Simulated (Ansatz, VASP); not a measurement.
# Two plane-wave programs on SrTiO3

```
Sr Ti O
1.0
    -2.75550    2.75550    3.78106
     2.75550   -2.75550    3.78106
     2.75550    2.75550   -3.78106
Sr Ti O
2 2 6
Cartesian
  0.0000 2.7555 1.8905
  2.7555 0.0000 1.8905
  0.0000 0.0000 0.0000
  0.0000 0.0000 3.7811
  0.0000 0.0000 1.8905
  0.0000 0.0000 5.6716
  1.2828 4.0383 0.0000
  1.4727 1.2828 0.0000
  1.4727 -1.2828 3.7811
  1.2828 1.4727 3.7811
```

Change from the starting cell: z stretched by -3 %, ions relaxed.

Alike in both runs: functional PBE; k mesh 8 × 8 × 8; occupations fermi-dirac, width 0.02 eV; no spin polarisation.

Ansatz relaxed the structure, and its values are those at the end. VASP's run is a single point on that final structure, the one shown.

|  | VASP | Ansatz |
| --- | --- | --- |
| version | VASP 6.6.1 | Ansatz 0.2.0 |
| potentials or method | VASP PAW PBE potentials, release 64 (Sr_sv, Ti_sv, O) | plane-wave PAW, scalar-relativistic |
| plane-wave cutoff (eV) | 520 | 420 |
| valence electrons in the cell | 80 | 80 |

Ansatz gave:

```
gap on the k mesh at the Fermi level (eV) : 1.97
pressure (GPa)                            : 11.9
rms of the force components (eV/Å)        : 0.002
```

Question: Estimate VASP's values.

Answer: gap on the k mesh at the Fermi level (eV): 1.93; pressure (GPa): 12.7; rms of the force components (eV/Å): 0.004.

Ansatz's warnings: stress scf threshold loose.
